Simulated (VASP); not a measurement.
# AlN in VASP: a series of runs

Runs on AlN. Level: PBE. Tasks: single point, relaxation of cell and atoms.

Program: VASP 6.6.1. These are calculated values, not measurements. Logs are shortened: lines on timing, memory, paths and dates and some standing lists are left out, and cuts for length are marked.

## Step 1: The cell of the first run

Symmetry: Fm-3m, No. 225, cubic system. Conventional cell: a = 4.071 Å, b = 4.071 Å, c = 4.071 Å, α = 90.00°, β = 90.00°, γ = 90.00°. Within 2.7 Å of Al (site symmetry m-3m) lie 6 N at 2.04 Å. Within 2.7 Å of N (site symmetry m-3m) lie 6 Al at 2.04 Å.

## Step 2: Single point, PBE

File INCAR:

```
PREC     = Accurate       # precision mode
ENCUT    = 520            # plane-wave cutoff, eV
EDIFF    = 1E-7           # SCF threshold, eV
ISMEAR   = 0              # smearing method
SIGMA    = 0.02           # smearing width, eV
LREAL    = False          # projectors in reciprocal space
LASPH    = True           # aspherical terms in the spheres
NELM     = 100            # most SCF steps
ALGO     = Normal         # electronic algorithm
ISIF     = 2              # what is computed and relaxed
LWAVE    = False          # write WAVECAR
LCHARG   = True           # write CHGCAR
GGA      = PE             # functional
LELF     = True           # ELF
LVHAR    = True         
NBANDS   = 11             # bands
```

File KPOINTS:

```
regular mesh
0
Gamma
  10 10 10
```

File POSCAR:

```
AlN
1.0
    0.0000000000      2.0352654178      2.0352654178
    2.0352654178      0.0000000000      2.0352654178
    2.0352654178      2.0352654178      0.0000000000
Al N
1 1
Direct
    0.0000000000      0.0000000000      0.0000000000
    0.5000000000      0.5000000000      0.5000000000
```

Potentials or basis: VASP PAW PBE potentials, release 64 (Al, N).

On the command line:

```
$ cat potpaw_PBE.64/Al/POTCAR potpaw_PBE.64/N/POTCAR > POTCAR
$ mpirun -np 1 vasp_std > vasp.out
```

OUTCAR:

```text
PREC = Accurate
   ENCUT = 520
   EDIFF = 1E-7
   ISMEAR = 0
   LREAL = False
   LASPH = True
   NELM = 100
   ISIF = 2
   GGA = PE

 ion  position               nearest neighbor table
   1  0.000  0.000  0.000-   2 2.04   2 2.04   2 2.04   2 2.04   2 2.04   2 2.04
   2  0.500  0.500  0.500-   1 2.04   1 2.04   1 2.04   1 2.04   1 2.04   1 2.04

  LATTYP: Found a face centered cubic cell.
 ALAT       =     4.0705308356

  Lattice vectors:

 A1 = (   0.0000000000,   2.0352654178,   2.0352654178)
 A2 = (   2.0352654178,   0.0000000000,   2.0352654178)
 A3 = (   2.0352654178,   2.0352654178,   0.0000000000)

Analysis of symmetry for initial positions (statically):
=====================================================================
 Subroutine PRICEL returns:
 Original cell was already a primitive cell.

 Routine SETGRP: Setting up the symmetry group for a
 face centered cubic supercell.

 Subroutine GETGRP returns: Found 48 space group operations
 (whereof 48 operations were pure point group operations)
 out of a pool of 48 trial point group operations.

The static configuration has the point symmetry O_h .

Analysis of symmetry for dynamics (positions and initial velocities):
=====================================================================
 Subroutine PRICEL returns:
 Original cell was already a primitive cell.

 Routine SETGRP: Setting up the symmetry group for a
 face centered cubic supercell.

 Subroutine GETGRP returns: Found 48 space group operations
 (whereof 48 operations were pure point group operations)
 out of a pool of 48 trial point group operations.

The dynamic configuration has the point symmetry O_h .

 Subroutine INISYM returns: Found 48 space group operations
 (whereof 48 operations are pure point group operations),
 and found     1 'primitive' translations

----------------------------------------------------------------------------------------

                                     Primitive cell

  volume of cell :      16.8614

  direct lattice vectors                    reciprocal lattice vectors
     0.000000000  2.035265418  2.035265418    -0.245668204  0.245668204  0.245668204
     2.035265418  0.000000000  2.035265418     0.245668204 -0.245668204  0.245668204
     2.035265418  2.035265418  0.000000000     0.245668204  0.245668204 -0.245668204

  length of vectors
     2.878299957  2.878299957  2.878299957     0.425509811  0.425509811  0.425509811

  position of ions in fractional coordinates (direct lattice)
     0.000000000  0.000000000  0.000000000
     0.500000000  0.500000000  0.500000000

  ion indices of the primitive-cell ions
   primitive index   ion index
                 1           1
                 2           2

----------------------------------------------------------------------------------------

 KPOINTS: regular mesh

Automatic generation of k-mesh.
 Grid dimensions read from file:
 generate k-points for:   10   10   10

 Generating k-lattice:

  Cartesian coordinates                     Fractional coordinates (reciprocal lattice)
    -0.024566820  0.024566820  0.024566820     0.100000000  0.000000000  0.000000000
     0.024566820 -0.024566820  0.024566820     0.000000000  0.100000000  0.000000000
     0.024566820  0.024566820 -0.024566820     0.000000000  0.000000000  0.100000000

  Length of vectors
     0.042550981  0.042550981  0.042550981

  Shift w.r.t. Gamma in fractional coordinates (k-lattice)
     0.000000000  0.000000000  0.000000000

 Subroutine IBZKPT returns following result:
 ===========================================

 Found     47 irreducible k-points:

 Following reciprocal coordinates:
            Coordinates               Weight
  0.000000  0.000000  0.000000      1.000000
  0.100000  0.000000  0.000000      8.000000
  0.200000  0.000000  0.000000      8.000000
  0.300000  0.000000  0.000000      8.000000
  0.400000  0.000000  0.000000      8.000000
  0.500000  0.000000  0.000000      4.000000
[... 16 lines left out ...]
  0.300000  0.300000  0.000000      6.000000
  0.400000  0.300000  0.000000     24.000000
 [... further k-points ...]
   k-points           NKPTS =     47   k-points in BZ     NKDIM =     47   number of bands    NBANDS=     11
   number of dos      NEDOS =    301   number of ions     NIONS =      2
   total plane-waves  NPLWV =  13824
   dimension x,y,z NGX =    24 NGY =   24 NGZ =   24
   dimension x,y,z NGXF=    48 NGYF=   48 NGZF=   48
   ions per type =               1   1
   NGX,Y,Z   is equivalent  to a cutoff of  13.86, 13.86, 13.86 a.u.
   NGXF,Y,Z  is equivalent  to a cutoff of  27.72, 27.72, 27.72 a.u.
 SYSTEM =  unknown system
   PREC   = accura    normal or accurate (medium, high low for compatibility)
   ISTART =      0    job   : 0-new  1-cont  2-samecut
   ICHARG =      2    charge: 1-file 2-atom 10-const
   ISPIN  =      1    spin polarized calculation?
   LNONCOLLINEAR =      F non collinear calculations
   LSORBIT =      F    spin-orbit coupling
   LASPH  =      T    aspherical Exc in radial PAW
   ENCUT  =  520.0 eV  38.22 Ry    6.18 a.u.   5.35  5.35  5.35*2*pi/ulx,y,z
   NELM   =    100;   NELMIN=  2; NELMDL= -5     # of ELM steps
   EDIFF  = 0.1E-06   stopping-criterion for ELM
   LREAL  =      F    real-space projection
   EDIFFG = 0.1E-05   stopping-criterion for IOM
   NSW    =      0    number of steps for IOM
   IBRION =     -1    ionic relax: 0-MD 1-quasi-New 2-CG
   NFREE  =      0    steps in history (QN), initial steepest desc. (CG)
   ISIF   =      2    stress and relaxation
   ISYM   =      2    0-nonsym 1-usesym 2-fastsym
   POTIM  = 0.5000    time-step for ionic-motion
   TEBEG  =    0.0;   TEEND  =   0.0 temperature during run
   PSTRESS=    0.0 pullay stress
   NELECT =       8.0000    total number of electrons
   NUPDOWN=      -1.0000    fix difference up-down
   EMIN   =  10.00;   EMAX   =-10.00  energy-range for DOS
   EFERMI =   0.00;   METHOD = LEGACY
   ISMEAR =     0;   SIGMA  =   0.02  broadening in eV -4-tet -1-fermi 0-gaus
   EFERMI_NEDOS =   21; number of points for ismear=-14 and -15
   IALGO  =     38    algorithm
   IMIX   =      4    mixing-type and parameters
     AMIX     =   0.40;   BMIX     =  1.00
     AMIX_MAG =   1.60;   BMIX_MAG =  1.00
  volume/ion in A,a.u.               =       8.43        56.89
  Fermi-wavevector in a.u.,A,eV,Ry     =   1.276852  2.412900 22.182260  1.630350
  Thomas-Fermi vector in A             =   2.409484
   LORBIT       =      0    0 simple, 1 ext, 2 COOP (PROOUT), +10 PAW based schemes
   GGA     = PE    functional components
   LHFCALC =     F    Hartree Fock is set to
   AEXX    =    0.0000 exact exchange contribution
   IVDW    =     0    specifies the selected vdW correction
   LEPSILON=     F    determine dielectric tensor
   LRPA    =     F    only Hartree local field effects (RPA)
 non-spin polarized calculation
 Gauss-broadening in eV      SIGMA  =   0.02
  energy-cutoff  :      520.00
  volume of cell :       16.86
 maximum number of plane-waves:       469
 NGX is ok and might be reduce to    24

 number of electron       8.0000000 magnetization

 Free energy of the ion-electron system (eV)
  ---------------------------------------------------
  ext. energy  EPLUGINS =         0.00000000
  ---------------------------------------------------
  free energy    TOTEN  =       -14.54590598 eV

  energy without entropy =      -14.54590598  energy(sigma->0) =      -14.54590598

 E-fermi :   9.8658     XC(G=0): -12.1913

 val. band max:        9.7037438805   @ k =   0.0000   0.0000   0.0000
 cond. band min:      14.1169902079   @ k =   0.5000   0.5000   0.0000
 fundamental gap:      4.4132463274
 Fermi energy:         9.8657677026

 k-point     1 :       0.0000    0.0000    0.0000
  band No.  band energies     occupation
      1      -7.6670      2.00000
      2       9.7037      2.00000
      3       9.7037      2.00000
      4       9.7037      2.00000
      5      15.0945      0.00000
      6      21.8057      0.00000
      7      21.8057      0.00000
      8      21.8057      0.00000
      9      26.8924      0.00000
     10      27.3452      0.00000
     11      27.3452      0.00000

 k-point     2 :       0.1000    0.0000    0.0000
  band No.  band energies     occupation
      1      -7.4659      2.00000
      2       8.6863      2.00000
      3       9.5860      2.00000
      4       9.5860      2.00000
      5      15.7359      0.00000
      6      20.9012      0.00000
      7      22.0932      0.00000
      8      22.0932      0.00000
      9      25.7136      0.00000
     10      25.7136      0.00000
     11      27.6850      0.00000

 k-point     3 :       0.2000    0.0000    0.0000
  band No.  band energies     occupation
      1      -6.8811      2.00000
      2       6.5679      2.00000
      3       9.2998      2.00000
      4       9.2998      2.00000
      5      16.4303      0.00000
      6      20.3501      0.00000
      7      22.2214      0.00000
      8      22.2214      0.00000
      9      25.1600      0.00000
     10      25.1600      0.00000
     11      26.9944      0.00000

 k-point     4 :       0.3000    0.0000    0.0000
  band No.  band energies     occupation
      1      -5.9863      2.00000
      2       4.2776      2.00000
      3       8.9823      2.00000
      4       8.9823      2.00000
      5      16.2244      0.00000
      6      21.2124      0.00000
      7      21.4545      0.00000
      8      21.4545      0.00000
      9      26.1882      0.00000
     10      26.6549      0.00000
     11      26.6549      0.00000
[... 239 lines left out ...]
 k-point    22 :      -0.2000    0.2000    0.0000
  band No.  band energies     occupation
      1      -5.6970      2.00000
      2       4.7988      2.00000
      3       6.8296      2.00000
      4       9.0478      2.00000
      5      18.1604      0.00000
      6      19.6258      0.00000
      7      20.3150      0.00000
      8      22.0438      0.00000
      9      24.6367      0.00000
     10      28.6256      0.00000
     11      29.9011      0.00000

 k-point    23 :       0.3000    0.3000    0.0000
  band No.  band energies     occupation
      1      -5.4594      2.00000
      2       4.9460      2.00000
      3       7.7216      2.00000
      4       7.7216      2.00000
      5      16.3685      0.00000
      6      16.4222      0.00000
      7      21.2310      0.00000
      8      25.1040      0.00000
      9      25.1040      0.00000
     10      30.0572      0.00000
     11      33.5181      0.00000

 k-point    24 :       0.4000    0.3000    0.0000
  band No.  band energies     occupation
      1      -4.7221      2.00000
      2       3.9366      2.00000
      3       6.9622      2.00000
      4       7.4691      2.00000
      5      15.7085      0.00000
      6      16.5734      0.00000
      7      21.6857      0.00000
      8      25.0592      0.00000
      9      25.7969      0.00000
     10      31.3144      0.00000
     11      34.1977      0.00000

 [... further k-points ...]
[... 5 lines left out ...]
  --------------------------------------------------------------------------------------
  -------------------------------------------------------------------------------------
  Total       -0.0280600     -0.0280600     -0.0280600      0.0000000     -0.0000000      0.0000000
  in kB       -2.6662801     -2.6662801     -2.6662801      0.0000000     -0.0000000      0.0000000
  external PRESSURE =      -2.6662801 kB  Pullay stress =       0.0000000 kB

 VOLUME and BASIS-vectors are now :
 -----------------------------------------------------------------------------
  energy-cutoff  :      520.00
  volume of cell :       16.86
      direct lattice vectors                 reciprocal lattice vectors
     0.000000000  2.035265418  2.035265418    -0.245668204  0.245668204  0.245668204
     2.035265418  0.000000000  2.035265418     0.245668204 -0.245668204  0.245668204
     2.035265418  2.035265418  0.000000000     0.245668204  0.245668204 -0.245668204

 POSITION                                       TOTAL-FORCE (eV/Angst)
 -----------------------------------------------------------------------------------
      0.00000      0.00000      0.00000         0.000000     -0.000000     -0.000000
      2.03527      2.03527      2.03527        -0.000000      0.000000      0.000000
 -----------------------------------------------------------------------------------
    total drift:                               -0.000000     -0.000000      0.000000

  FREE ENERGIE OF THE ION-ELECTRON SYSTEM (eV)
  ---------------------------------------------------
  free  energy   TOTEN  =       -14.5459059750 eV

  energy  without entropy=      -14.5459059750  energy(sigma->0) =      -14.54590598
```

Wall time 12 s (1 thread of AMD EPYC 7R43 (Zen 3), shared host); peak memory 0.1 GiB.

What came out:

```
Free energy            : -14.5459 eV
Pressure               : -0.3 GPa
Band gap on the k mesh : 4.41 eV, indirect (least direct gap 5.39 eV)
```

Levels at points of the mesh, in eV from the valence-band top:
```
           k point  band 1  band 2  band 3  band 4  band 5  band 6  band 7  band 8
(0.00, 0.00, 0.00)  -17.37    0.00    0.00    0.00    5.39   12.10   12.10   12.10
(0.50, 0.00, 0.00)  -14.19   -8.18   -1.04   -1.04    6.01   10.84   10.84   13.00
(0.50, 0.50, 0.00)  -13.24   -7.25   -2.75   -2.75    4.41    5.34   13.80   16.93
```

## Step 3: Relaxation of cell and atoms, PBE

File INCAR:

```
  PREC = Accurate
  ENCUT = 600
  EDIFF = 1E-6
  ISMEAR = 0
  SIGMA = 0.02
  LREAL = F
  LASPH = T
  NELM = 100
  ALGO = Normal
  ISIF = 3
  LWAVE = F
  LCHARG = F
  GGA = PE
  IBRION = 2
  NSW = 100
  EDIFFG = -0.01
```

KPOINTS is that of step 2.

File POSCAR:

```
AlN
1.0
    0.0000000000      2.0346741403      2.0346741403
    2.0346741403      0.0000000000      2.0346741403
    2.0346741403      2.0346741403      0.0000000000
Al N
1 1
Direct
    0.0000000000      0.0000000000      0.0000000000
    0.5000000000      0.5000000000      0.5000000000
```

Potentials or basis: VASP PAW PBE potentials, release 64 (Al, N).

On the command line:

```
$ cat potpaw_PBE.64/Al/POTCAR potpaw_PBE.64/N/POTCAR > POTCAR
$ mpirun -np 1 vasp_std > vasp.out
```

It took 11 s on 1 thread of AMD EPYC 7R43 (Zen 3), shared host; peak memory 0.1 GiB.

The run converged. Its results:

```
Free energy                            : -14.5477 eV
Relaxed volume                         : 8.41 Å³/atom
Relaxed cell                           : a = 2.876 Å, b = 2.876 Å, c = 2.876 Å, α = 60.00°, β = 60.00°, γ = 60.00°
Space group after relaxing (to 0.05 Å) : Fm-3m (No. 225)
Energy gained by relaxing              : 0.0 meV/atom
Ionic steps                            : 2
Pressure after relaxing                : 0.2 GPa
Band gap on the k mesh                 : 4.44 eV, indirect (least direct gap 5.43 eV)
```

Final structure:
```
Al N
1.0
     0.00000    2.03364    2.03364
     2.03364    0.00000    2.03364
     2.03364    2.03364    0.00000
Al N
1 1
Direct
  0.00000 0.00000 0.00000
  0.50000 0.50000 0.50000
```

Levels at points of the mesh, in eV from the valence-band top:
```
           k point  band 2  band 3  band 4  band 5  band 6  band 7
(0.00, 0.00, 0.00)    0.00    0.00    0.00    5.43   12.11   12.11
(0.50, 0.00, 0.00)   -8.19   -1.04   -1.04    6.02   10.86   10.86
(0.50, 0.50, 0.00)   -7.26   -2.75   -2.75    4.44    5.33   13.83
```

A k mesh can miss the band edges.

## Step 4: Single point, PBE

This run uses another cell than the first one: it holds 16 atoms, not 2.

File INCAR:

```
PREC = Accurate
ENCUT = 520
EDIFF = 1E-6
ISMEAR = 0
SIGMA = 0.1
LREAL = Auto
LASPH = T
NELM = 60
ALGO = Normal
ISIF = 2
LWAVE = F
LCHARG = T
GGA = PE
LELF = T
LVHAR = T
NBANDS = 46
```

File KPOINTS:

```
Automatic mesh
0
Gamma
  4 4 4
```

File POSCAR:

```
AlN
1.0
    5.7534924380      0.0000000000      0.0000000000
    0.0000000000      5.7534924380      0.0000000000
    0.0000000000      0.0000000000      4.0713778051
Al N
8 8
Direct
    0.5000000000      0.7500028021      0.7499632635
    0.7499971979      0.0000000000      0.2499632635
    0.0000000000      0.7499971979      0.7500367365
    0.7500028021      0.5000000000      0.2500367365
    0.5000000000      0.2499971979      0.7499632635
    0.2500028021      0.0000000000      0.2499632635
    0.0000000000      0.2500028021      0.7500367365
    0.2499971979      0.5000000000      0.2500367365
    0.0000000000      0.7499740539      0.2500975607
    0.7500259461      0.5000000000      0.7500975607
    0.5000000000      0.7500259461      0.2499024393
    0.7499740539      0.0000000000      0.7499024393
    0.0000000000      0.2500259461      0.2500975607
    0.2499740539      0.5000000000      0.7500975607
    0.5000000000      0.2499740539      0.2499024393
    0.2500259461      0.0000000000      0.7499024393
```

On the command line:

```
$ cat potpaw_PBE.64/Al/POTCAR potpaw_PBE.64/N/POTCAR > POTCAR
$ mpirun -np 1 vasp_std > vasp.out
```

Run time: 3.1 min. Hardware: 1 thread of AMD EPYC 7R43 (Zen 3), shared host; peak memory 0.25 GiB.

The run converged. Its results:

- Free energy: -116.3690 eV
- Pressure: -0.1 GPa
- Largest force: 0.008 eV/Å
- Band gap on the k mesh: 4.42 eV

Forces in eV/Å, atoms in the order of the input:
```
Al   0.000  0.000  0.001
Al   0.000  0.000  0.001
Al   0.000  0.000 -0.001
Al   0.000  0.000 -0.001
Al   0.000  0.000  0.001
Al   0.000  0.000  0.001
Al   0.000  0.000 -0.001
Al   0.000  0.000 -0.001
N    0.000  0.004 -0.007
N   -0.004  0.000 -0.007
N    0.000 -0.004  0.007
N    0.004  0.000  0.007
N    0.000 -0.004 -0.007
N    0.004  0.000 -0.007
N    0.000  0.004  0.007
N   -0.004  0.000  0.007
```

Stress tensor (GPa, compression positive):
```
-0.02  0.00  0.00
 0.00 -0.02  0.00
 0.00  0.00 -0.17
```

Levels at points of the mesh, in eV from the valence-band top:
| k point | band 29 | band 30 | band 31 | band 32 | band 33 | band 34 | band 35 | band 36 |
| --- | --- | --- | --- | --- | --- | --- | --- | --- |
| (0.00, 0.00, 0.00) | -1.10 | -0.01 | -0.01 | 0.00 | 4.42 | 4.42 | 4.42 | 5.33 |
| (0.50, 0.00, 0.00) | -1.22 | -1.22 | -0.22 | -0.22 | 5.73 | 5.73 | 6.69 | 6.69 |
| (0.50, 0.50, 0.00) | -1.60 | -1.60 | -1.59 | -1.59 | 7.48 | 7.48 | 7.48 | 7.48 |
| (0.00, 0.00, 0.50) | -1.04 | -1.04 | -1.04 | -1.04 | 6.01 | 6.01 | 6.01 | 6.01 |
| (0.50, 0.00, 0.50) | -1.34 | -1.34 | -1.33 | -1.33 | 7.18 | 7.18 | 7.18 | 7.18 |
| (0.50, 0.50, 0.50) | -1.10 | -1.10 | -1.10 | -1.10 | 8.22 | 8.22 | 8.22 | 8.22 |

## Step 5: The runs side by side

```csv
task,cell,k mesh,cutoff (eV),smearing,gap on the mesh (eV),pressure (GPa)
single point,"a = 2.878 Å, angles 60.0°, 2 atoms",10 × 10 × 10,520,gaussian 0.02 eV,4.41,-0.3
relaxation of cell and atoms,"relaxed from a = 2.877 Å, angles 60.0°, 2 atoms",10 × 10 × 10,600,gaussian 0.02 eV,4.44,0.2
single point,"a = 5.753, b = 5.753, c = 4.071 Å, 16 atoms",4 × 4 × 4,520,gaussian 0.1 eV,4.42,-0.1
```

Alike in all rows: level PBE; potentials or basis VASP PAW PBE potentials, release 64 (Al, N); no spin polarisation.

Absolute energies hang on the potentials; compare differences alone.
